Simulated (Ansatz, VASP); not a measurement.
SrCl2 in VASP and in Ansatz

File INCAR:

```
  PREC = Accurate
  ENCUT = 520
  EDIFF = 1E-8
  ISMEAR = -1
  SIGMA = 0.01
  LREAL = False
  LASPH = True
  NELM = 80
  ALGO = Normal
  ISIF = 2
  LWAVE = False
  LCHARG = False
  GGA = CA
  LEFG = True
  NBANDS = 19
```

Contents of KPOINTS:

```
regular mesh
0
Gamma
  8 8 8
```

Contents of POSCAR:

```
SrCl2
1.0
    0.0000000000      3.5313671020      3.5313671020
    3.5313671020      0.0000000000      3.5313671020
    3.5313671020      3.5313671020      0.0000000000
Sr Cl
1 2
Direct
    0.0000000000      0.0000000000      0.0000000000
    0.2500000000      0.2500000000      0.2500000000
    0.7500000000      0.7500000000      0.7500000000
```

Input for Ansatz:

```yaml
crystal:
  lattice:
    - [0.0, 3.531367102, 3.531367102]
    - [3.531367102, 0.0, 3.531367102]
    - [3.531367102, 3.531367102, 0.0]
  atoms:
    - { symbol: Sr, position: [0.0, 0.0, 0.0] }
    - { symbol: Cl, position: [0.25, 0.25, 0.25] }
    - { symbol: Cl, position: [0.75, 0.75, 0.75] }
kpoints:
  mp_grid: { grid: [8, 8, 8] }
scf:
  occupations: { method: fermi_dirac, width: 0.01 }
hamiltonian:
  xc: lda
  pseudopotentials: { kind: all_electron, datasets: crystal }
output:
  forces: true
  stress: true
  eigenvalues: true
  efg: { contact_densities: true }
```

Change from the starting cell: volume scaled by 1.04, crystal datasets.

Alike in both runs: task electric field gradients; functional LDA; k mesh 8 × 8 × 8; occupations fermi-dirac, width 0.01 eV; no spin polarisation.

|  | VASP | Ansatz |
| --- | --- | --- |
| version | VASP 6.6.1 | Ansatz 0.2.0 |
| potentials or method | VASP PAW LDA potentials, release 64 (Sr_sv, Cl), cutoff 520 eV | all-electron PAW with datasets made for the crystal, scalar-relativistic |

```tsv
	VASP	Ansatz	Ansatz less VASP
gap on the k mesh at the Fermi level (eV)	4.75	4.75	-0.005
pressure (GPa)	-3.8	-3.9	-0.09
```

LDA's correlation is that of Perdew and Zunger in VASP and of Perdew and Wang (1992) in Ansatz. Ansatz ran all-electron here, and VASP with PAW potentials.
